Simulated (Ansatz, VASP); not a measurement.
# Zr3O8 in VASP and in Ansatz

```
Zr O
1.0
     0.58851    4.82242    5.69472
     5.87574    0.42436    5.85887
     5.75777    4.86860    0.54233
Zr O
6 16
Direct
  0.04797 0.51202 0.51224
  0.01243 0.51324 0.03836
  0.98672 0.98753 0.46413
  0.95118 0.98878 0.99029
  0.55259 0.49701 0.49802
  0.44657 0.00377 0.00447
  0.08749 0.19800 0.08475
  0.19372 0.10459 0.72065
  0.08660 0.61587 0.16746
  0.11701 0.59151 0.67834
  0.56488 0.13159 0.09711
  0.56254 0.18513 0.59375
  0.65899 0.65274 0.12561
  0.66502 0.60063 0.60849
  0.43426 0.36919 0.40539
  0.43661 0.31566 0.90875
  0.34017 0.84804 0.37688
  0.33414 0.90015 0.89400
  0.91169 0.30278 0.41775
  0.80542 0.39621 0.78186
  0.91255 0.88492 0.33504
  0.88216 0.90928 0.82416
```

Alike in both runs: task relaxation of cell and atoms; functional PBE; k mesh 3 × 3 × 3; occupations gaussian, width 0.1 eV; no spin polarisation.

```csv
,VASP,Ansatz
version,VASP 6.6.1,Ansatz 0.2.0
potentials or method,"VASP PAW PBE potentials, release 64 (Zr_sv, O), cutoff 600 eV","scalar-relativistic, plane waves, PAW"
valence electrons in the cell,168,168
```

|  | VASP | Ansatz | Ansatz less VASP |
| --- | --- | --- | --- |
| gap on the k mesh at the Fermi level, each at its own relaxed structure (eV) | 2.95 | 3.00 | +0.046 |
| relaxed volume (Å³/atom) | 12.72 | 12.71 | -0.011 |
| relaxed length of the cell vector where the two differ most in proportion (Å) | 7.488 | 7.485 | -0.0025 |
